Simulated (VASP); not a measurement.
# Te2Mo (P6_3/mmc) in VASP: further runs

The runs below take Te2Mo through single point, with r2SCAN.

Program: VASP 6.6.1. These are calculated values, not measurements. Logs are shortened: lines on timing, memory, paths and dates and some standing lists are left out, and cuts for length are marked.

### 1 The cell of the first run

It takes space group P6_3/mmc (No. 194, hexagonal). The conventional cell has a = 3.446 Å, b = 3.446 Å, c = 13.688 Å, α = 90.00°, β = 90.00°, γ = 120.00°. Te (site symmetry 3m) has 3 Mo at 2.66 Å and 7 Te at 3.45 to 3.53 Å within 3.6 Å. Mo (site symmetry -6m2) has 6 Te at 2.66 Å and 6 Mo at 3.45 Å within 3.5 Å.

### 2 Single point, r2SCAN

File POSCAR:

```
Te2Mo
1.0
    3.4463798477      0.0000000000      0.0000000000
   -1.7231899238      2.9846524992      0.0000000000
    0.0000000000      0.0000000000     13.6883444487
Te Mo
4 2
Direct
    0.3333333333      0.6666666667      0.6210000000
    0.6666666667      0.3333333333      0.1210000000
    0.3333333333      0.6666666667      0.8790000000
    0.6666666667      0.3333333333      0.3790000000
    0.3333333333      0.6666666667      0.2500000000
    0.6666666667      0.3333333333      0.7500000000
```

File INCAR.step1:

```
ALGO = Normal
EDIFF = 1E-4
ENCUT = 520
GGA = PE
ISMEAR = 0
LASPH = True
LCHARG = False
LREAL = False
LWAVE = True
NBANDS = 35
NELM = 80
PREC = Accurate
SIGMA = 0.05
```

File INCAR.step2:

```
ALGO = Normal
EDIFF = 1E-6
ENCUT = 520
ISIF = 2
ISMEAR = 0
ISTART = 1
LASPH = True
LCHARG = False
LMIXTAU = True
LREAL = False
LWAVE = False
METAGGA = R2SCAN
NBANDS = 35
NELM = 80
PREC = Accurate
SIGMA = 0.05
```

File KPOINTS:

```
k-points
0
Gamma
  9 9 2
```

Potentials or basis: VASP PAW PBE potentials, release 64 (Te, Mo_sv).

Run with:

```
$ cat potpaw_PBE.64/Te/POTCAR potpaw_PBE.64/Mo_sv/POTCAR > POTCAR
$ cp INCAR.step1 INCAR
$ mpirun -np 1 vasp_std > vasp.out
$ cp INCAR.step2 INCAR
$ mpirun -np 1 vasp_std > vasp.out
```

OUTCAR:

```text
EDIFF = 1E-6
   ENCUT = 520
   ISIF = 2
   ISMEAR = 0
   ISTART = 1
   LASPH = True
   LREAL = False
   METAGGA = R2SCAN
   NELM = 80
   PREC = Accurate

 ion  position               nearest neighbor table
   1  0.333  0.667  0.621-   6 2.66   6 2.66   6 2.66   3 3.53
   2  0.667  0.333  0.121-   5 2.66   5 2.66   5 2.66   4 3.53
   3  0.333  0.667  0.879-   6 2.66   6 2.66   6 2.66   1 3.53
   4  0.667  0.333  0.379-   5 2.66   5 2.66   5 2.66   2 3.53
   5  0.333  0.667  0.250-   2 2.66   4 2.66   2 2.66   4 2.66   2 2.66   4 2.66
   6  0.667  0.333  0.750-   1 2.66   3 2.66   1 2.66   3 2.66   1 2.66   3 2.66

  LATTYP: Found a hexagonal cell.
 ALAT       =     3.4463798477
 C/A-ratio  =     3.9718037633

  Lattice vectors:

 A1 = (   3.4463798477,   0.0000000000,   0.0000000000)
 A2 = (  -1.7231899238,   2.9846524992,   0.0000000000)
 A3 = (   0.0000000000,   0.0000000000,  13.6883444487)

Analysis of symmetry for initial positions (statically):
=====================================================================
 Subroutine PRICEL returns:
 Original cell was already a primitive cell.

 Routine SETGRP: Setting up the symmetry group for a
 hexagonal supercell.

 Subroutine GETGRP returns: Found 24 space group operations
 (whereof 12 operations were pure point group operations)
 out of a pool of 24 trial point group operations.

The static configuration has the point symmetry D_3d.
 The point group associated with its full space group is D_6h.

Analysis of symmetry for dynamics (positions and initial velocities):
=====================================================================
 Subroutine PRICEL returns:
 Original cell was already a primitive cell.

 Routine SETGRP: Setting up the symmetry group for a
 hexagonal supercell.

 Subroutine GETGRP returns: Found 24 space group operations
 (whereof 12 operations were pure point group operations)
 out of a pool of 24 trial point group operations.

The dynamic configuration has the point symmetry D_3d.
 The point group associated with its full space group is D_6h.

 Subroutine INISYM returns: Found 24 space group operations
 (whereof 12 operations are pure point group operations),
 and found     1 'primitive' translations

----------------------------------------------------------------------------------------

                                     Primitive cell

  volume of cell :     140.8017

  direct lattice vectors                    reciprocal lattice vectors
     3.446379848  0.000000000  0.000000000     0.290159543  0.167523690  0.000000000
    -1.723189924  2.984652499  0.000000000     0.000000000  0.335047380  0.000000000
     0.000000000  0.000000000 13.688344449     0.000000000  0.000000000  0.073054854

  length of vectors
     3.446379848  3.446379848 13.688344449     0.335047380  0.335047380  0.073054854

  position of ions in fractional coordinates (direct lattice)
     0.333333333  0.666666667  0.621000000
     0.666666667  0.333333333  0.121000000
     0.333333333  0.666666667  0.879000000
     0.666666667  0.333333333  0.379000000
     0.333333333  0.666666667  0.250000000
     0.666666667  0.333333333  0.750000000

  ion indices of the primitive-cell ions
   primitive index   ion index
                 1           1
                 2           2
                 3           3
                 4           4
                 5           5
                 6           6

----------------------------------------------------------------------------------------

 KPOINTS: k-points

Automatic generation of k-mesh.
 Grid dimensions read from file:
 generate k-points for:    9    9    2

 Generating k-lattice:

  Cartesian coordinates                     Fractional coordinates (reciprocal lattice)
     0.032239949  0.018613743  0.000000000     0.111111111  0.000000000  0.000000000
     0.000000000  0.037227487  0.000000000     0.000000000  0.111111111  0.000000000
     0.000000000  0.000000000  0.036527427     0.000000000  0.000000000  0.500000000

  Length of vectors
     0.037227487  0.037227487  0.036527427

  Shift w.r.t. Gamma in fractional coordinates (k-lattice)
     0.000000000  0.000000000  0.000000000

 Subroutine IBZKPT returns following result:
 ===========================================

 Found     24 irreducible k-points:

 Following reciprocal coordinates:
            Coordinates               Weight
  0.000000  0.000000  0.000000      1.000000
  0.111111  0.000000  0.000000      6.000000
  0.222222  0.000000  0.000000      6.000000
  0.333333  0.000000  0.000000      6.000000
  0.444444  0.000000  0.000000      6.000000
  0.111111  0.111111  0.000000      6.000000
[... 16 lines left out ...]
  0.333333  0.222222  0.500000     12.000000
  0.333333  0.333333  0.500000      2.000000
   k-points           NKPTS =     24   k-points in BZ     NKDIM =     24   number of bands    NBANDS=     35
   number of dos      NEDOS =    301   number of ions     NIONS =      6
   total plane-waves  NPLWV =  84672
   dimension x,y,z NGX =    28 NGY =   28 NGZ =  108
   dimension x,y,z NGXF=    56 NGYF=   56 NGZF=  216
   ions per type =               4   2
   NGX,Y,Z   is equivalent  to a cutoff of  13.51, 13.51, 13.12 a.u.
   NGXF,Y,Z  is equivalent  to a cutoff of  27.01, 27.01, 26.23 a.u.
 SYSTEM =  unknown system
   PREC   = accura    normal or accurate (medium, high low for compatibility)
   ISTART =      1    job   : 0-new  1-cont  2-samecut
   ICHARG =      0    charge: 1-file 2-atom 10-const
   ISPIN  =      1    spin polarized calculation?
   LNONCOLLINEAR =      F non collinear calculations
   LSORBIT =      F    spin-orbit coupling
   LASPH  =      T    aspherical Exc in radial PAW
   ENCUT  =  520.0 eV  38.22 Ry    6.18 a.u.   6.41  6.41 25.45*2*pi/ulx,y,z
   NELM   =     80;   NELMIN=  2; NELMDL=  0     # of ELM steps
   EDIFF  = 0.1E-05   stopping-criterion for ELM
   LREAL  =      F    real-space projection
   EDIFFG = 0.1E-04   stopping-criterion for IOM
   NSW    =      0    number of steps for IOM
   IBRION =     -1    ionic relax: 0-MD 1-quasi-New 2-CG
   NFREE  =      0    steps in history (QN), initial steepest desc. (CG)
   ISIF   =      2    stress and relaxation
   ISYM   =      2    0-nonsym 1-usesym 2-fastsym
   POTIM  = 0.5000    time-step for ionic-motion
   TEBEG  =    0.0;   TEEND  =   0.0 temperature during run
   PSTRESS=    0.0 pullay stress
   NELECT =      52.0000    total number of electrons
   NUPDOWN=      -1.0000    fix difference up-down
   EMIN   =  10.00;   EMAX   =-10.00  energy-range for DOS
   EFERMI =   0.00;   METHOD = LEGACY
   ISMEAR =     0;   SIGMA  =   0.05  broadening in eV -4-tet -1-fermi 0-gaus
   EFERMI_NEDOS =   21; number of points for ismear=-14 and -15
   IALGO  =     38    algorithm
   IMIX   =      4    mixing-type and parameters
     AMIX     =   0.40;   BMIX     =  1.00
     AMIX_MAG =   1.60;   BMIX_MAG =  1.00
  volume/ion in A,a.u.               =      23.47       158.36
  Fermi-wavevector in a.u.,A,eV,Ry     =   1.174555  2.219587 18.770316  1.379579
  Thomas-Fermi vector in A             =   2.310950
   LORBIT       =      0    0 simple, 1 ext, 2 COOP (PROOUT), +10 PAW based schemes
   METAGGA = R2SCAN    functional components
   LHFCALC =     F    Hartree Fock is set to
   AEXX    =    0.0000 exact exchange contribution
   IVDW    =     0    specifies the selected vdW correction
   LEPSILON=     F    determine dielectric tensor
   LRPA    =     F    only Hartree local field effects (RPA)
 non-spin polarized calculation
 Gauss-broadening in eV      SIGMA  =   0.05
  energy-cutoff  :      520.00
  volume of cell :      140.80
 maximum number of plane-waves:      3835
 NGX is ok and might be reduce to    28
   NGX = 13   NGY = 13   NGZ = 51

 number of electron      52.0000003 magnetization

 Free energy of the ion-electron system (eV)
  ---------------------------------------------------
  ext. energy  EPLUGINS =         0.00000000
  ---------------------------------------------------
  free energy    TOTEN  =      -155.24795756 eV

  energy without entropy =     -155.24795756  energy(sigma->0) =     -155.24795756

 E-fermi :   9.2663     XC(G=0): -11.3504

 val. band max:        8.9454542328   @ k =   0.0000   0.0000   0.0000
 cond. band min:       9.7977085703   @ k =   0.2222   0.2222   0.0000
 fundamental gap:      0.8522543375
 Fermi energy:         9.2663395256

 k-point     1 :       0.0000    0.0000    0.0000
  band No.  band energies     occupation
      1     -53.7962      2.00000
      2     -53.7962      2.00000
      3     -27.3019      2.00000
      4     -27.3019      2.00000
      5     -27.1283      2.00000
      6     -27.1283      2.00000
[... 27 lines left out ...]
     34      12.8050      0.00000
     35      15.6876      0.00000

 k-point     2 :       0.1111    0.0000    0.0000
  band No.  band energies     occupation
      1     -53.7943      2.00000
      2     -53.7943      2.00000
      3     -27.2967      2.00000
      4     -27.2966      2.00000
      5     -27.1504      2.00000
      6     -27.1504      2.00000
[... 27 lines left out ...]
     34      12.5657      0.00000
     35      16.2279      0.00000

 k-point     3 :       0.2222    0.0000    0.0000
  band No.  band energies     occupation
      1     -53.7897      2.00000
      2     -53.7897      2.00000
      3     -27.2834      2.00000
      4     -27.2834      2.00000
      5     -27.2058      2.00000
      6     -27.2058      2.00000
[... 27 lines left out ...]
     34      12.9409      0.00000
     35      15.9098      0.00000

 k-point     4 :       0.3333    0.0000    0.0000
  band No.  band energies     occupation
      1     -53.7845      2.00000
      2     -53.7845      2.00000
      3     -27.2684      2.00000
      4     -27.2684      2.00000
      5     -27.2682      2.00000
      6     -27.2682      2.00000
[... 27 lines left out ...]
     34      13.1828      0.00000
     35      14.4701      0.00000

 k-point     5 :       0.4444    0.0000    0.0000
  band No.  band energies     occupation
      1     -53.7810      2.00000
      2     -53.7810      2.00000
      3     -27.3086      2.00000
      4     -27.3086      2.00000
      5     -27.2585      2.00000
      6     -27.2585      2.00000
[... 638 lines left out ...]
 k-point    22 :       0.2222    0.2222    0.5000
  band No.  band energies     occupation
      1     -53.7822      2.00000
      2     -53.7822      2.00000
      3     -27.2721      2.00000
      4     -27.2721      2.00000
      5     -27.2617      2.00000
      6     -27.2617      2.00000
[... 27 lines left out ...]
     34      12.9851      0.00000
     35      15.2861      0.00000

 k-point    23 :       0.3333    0.2222    0.5000
  band No.  band energies     occupation
      1     -53.7795      2.00000
      2     -53.7795      2.00000
      3     -27.2869      2.00000
      4     -27.2869      2.00000
      5     -27.2542      2.00000
      6     -27.2542      2.00000
[... 27 lines left out ...]
     34      13.0487      0.00000
     35      14.4507      0.00000

 k-point    24 :       0.3333    0.3333    0.5000
  band No.  band energies     occupation
      1     -53.7786      2.00000
      2     -53.7786      2.00000
      3     -27.2706      2.00000
      4     -27.2706      2.00000
      5     -27.2516      2.00000
      6     -27.2516      2.00000
[... 27 lines left out ...]
     34      13.1117      0.00000
     35      14.2761      0.00000

------------------------ aborting loop because EDIFF is reached ----------------------------------------

  FORCE on cell =-STRESS in cart. coord.  units (eV):
  Direction    XX          YY          ZZ          XY          YZ          ZX
  --------------------------------------------------------------------------------------
  -------------------------------------------------------------------------------------
  Total        8.5134382      8.5134382      9.5644216      0.0000000      0.0000000     -0.0000000
  in kB       96.8741106     96.8741106    108.8332131      0.0000000      0.0000000     -0.0000000
  external PRESSURE =     100.8604781 kB  Pullay stress =       0.0000000 kB

 VOLUME and BASIS-vectors are now :
 -----------------------------------------------------------------------------
  energy-cutoff  :      520.00
  volume of cell :      140.80
      direct lattice vectors                 reciprocal lattice vectors
     3.446379848  0.000000000  0.000000000     0.290159543  0.167523690  0.000000000
    -1.723189924  2.984652499  0.000000000     0.000000000  0.335047380  0.000000000
     0.000000000  0.000000000 13.688344449     0.000000000  0.000000000  0.073054854

 POSITION                                       TOTAL-FORCE (eV/Angst)
 -----------------------------------------------------------------------------------
     -0.00000      1.98977      8.50046         0.000000     -0.000000     -0.897719
      1.72319      0.99488      1.65629        -0.000000      0.000000     -0.897719
     -0.00000      1.98977     12.03205         0.000000     -0.000000      0.897719
      1.72319      0.99488      5.18788        -0.000000      0.000000      0.897719
     -0.00000      1.98977      3.42209        -0.000000      0.000000     -0.000000
      1.72319      0.99488     10.26626         0.000000     -0.000000     -0.000000
 -----------------------------------------------------------------------------------
    total drift:                               -0.000000      0.000000     -0.000000

  FREE ENERGIE OF THE ION-ELECTRON SYSTEM (eV)
  ---------------------------------------------------
  free  energy   TOTEN  =      -155.2479575554 eV

  energy  without entropy=     -155.2479575554  energy(sigma->0) =     -155.24795756
```

It took 4.2 min on 1 thread of Intel Xeon 6975P-C (Granite Rapids), shared host; peak memory 0.36 GiB.

Results:

```
Free energy            : -155.2480 eV
Pressure               : 10.1 GPa
Largest force          : 0.898 eV/Å
Band gap on the k mesh : 0.85 eV (least direct gap 1.23 eV)
```

Forces on the atoms (eV/Å):
```
Te   0.000  0.000 -0.898
Te   0.000  0.000 -0.898
Te   0.000  0.000  0.898
Te   0.000  0.000  0.898
Mo   0.000  0.000  0.000
Mo   0.000  0.000  0.000
```

Stress tensor (GPa, compression positive):
```
 9.69  0.00  0.00
 0.00  9.69  0.00
 0.00  0.00 10.88
```

Caveat: the cell stands under pressure; the PAW data sets were made with another functional, which shifts forces and pressure a little; spin-orbit coupling is left out, which moves the levels of the heavy elements.

### 3 Single point, r2SCAN

This run uses another cell than the first one, of 24.96 Å³/atom.

Changes to POSCAR since step 2:

```diff
@@ -2,5 +2,5 @@
 1.0
-    3.4463798477      0.0000000000      0.0000000000
-   -1.7231899238      2.9846524992      0.0000000000
-    0.0000000000      0.0000000000     13.6883444487
+    3.5182000000      0.0000000000      0.0000000000
+   -1.7591000000      3.0468505756      0.0000000000
+    0.0000000000      0.0000000000     13.9736000000
 Te Mo
```

File INCAR.step1:

```
PREC = Accurate ; ENCUT = 520
ISMEAR = 0 ; SIGMA = 0.05
LREAL = False ; LASPH = True
NELM = 80 ; NBANDS = 35
GGA = PE ; ALGO = Normal
EDIFF = 1E-4 ; LWAVE = True
LCHARG = False
```

File INCAR.step2:

```
PREC = Accurate ; ENCUT = 520
EDIFF = 1E-7 ; ISMEAR = 0
SIGMA = 0.05 ; LREAL = False
LASPH = True ; NELM = 80
ALGO = Normal ; ISIF = 2
LWAVE = False ; LCHARG = False
METAGGA = R2SCAN ; LMIXTAU = True
NBANDS = 35 ; ISTART = 1
```

File KPOINTS:

```
Automatic mesh
0
Gamma
  9 9 2
```

Potentials or basis: VASP PAW PBE potentials, release 64 (Te, Mo_sv).

Run with:

```
$ cat potpaw_PBE.64/Te/POTCAR potpaw_PBE.64/Mo_sv/POTCAR > POTCAR
$ cp INCAR.step1 INCAR
$ mpirun -np 1 vasp_std > vasp.out
$ cp INCAR.step2 INCAR
$ mpirun -np 1 vasp_std > vasp.out
```

Run time: 5.6 min. Hardware: 1 thread of Intel Xeon 6975P-C (Granite Rapids), shared host; peak memory 0.37 GiB.

The run converged. Its results:

```
Free energy            : -155.5859 eV
Pressure               : 2.4 GPa
Largest force          : 0.052 eV/Å
Band gap on the k mesh : 0.89 eV (least direct gap 1.13 eV)
```

Forces on the atoms (eV/Å):
```
Te   0.000  0.000  0.052
Te   0.000  0.000  0.052
Te   0.000  0.000 -0.052
Te   0.000  0.000 -0.052
Mo   0.000  0.000  0.000
Mo   0.000  0.000  0.000
```

Stress tensor (GPa, compression positive):
```
2.56 0.00 0.00
0.00 2.56 0.00
0.00 0.00 1.95
```

Levels at points of the mesh, in eV from the valence-band top:
```tsv
k point	band 22	band 23	band 24	band 25	band 26	band 27	band 28	band 29	band 30	band 31
(0.00, 0.00, 0.00)	-1.12	-1.12	-1.08	-0.42	0.00	3.02	3.02	3.15	3.15	3.26
(0.00, 0.00, 0.50)	-1.14	-1.14	-1.14	-0.10	-0.10	3.06	3.06	3.06	3.06	3.42
```

Caveat: the PAW data sets were made with another functional, which shifts forces and pressure a little; spin-orbit coupling is left out, which moves the levels of the heavy elements. A k mesh can miss the band edges.
